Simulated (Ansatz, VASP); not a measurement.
## BaTe in VASP and in Ansatz

```
Ba Te
1.0
     0.00000    3.53226    3.53226
     3.53226    0.00000    3.53226
     3.53226    3.53226    0.00000
Ba Te
1 1
Direct
  0.00000 0.00000 0.00000
  0.50000 0.50000 0.50000
```

Alike in both runs: functional PBE; k mesh 8 × 8 × 8; occupations gaussian, width 0.02 eV; no spin polarisation.

Ansatz relaxed the structure, and its values are those at the end. VASP's run is a single point on that final structure, the one shown.

```csv
,VASP,Ansatz
version,VASP 6.6.1,Ansatz 0.2.0
potentials or method,"VASP PAW PBE potentials, release 64 (Ba_sv, Te), cutoff 520 eV","scalar-relativistic, plane waves, PAW"
valence electrons in the cell,16,26
```

```csv
,VASP,Ansatz,Ansatz less VASP
gap on the k mesh at the Fermi level (eV),1.58,1.66,+0.077
least direct gap on the mesh (eV),1.96,2.01,+0.049
pressure (GPa),0.3,0.0,-0.30
```

VASP's potentials hold 16 valence electrons a cell and Ansatz's 26, so a difference there can come from the potentials and not from the codes.

Spin-orbit coupling is off throughout.
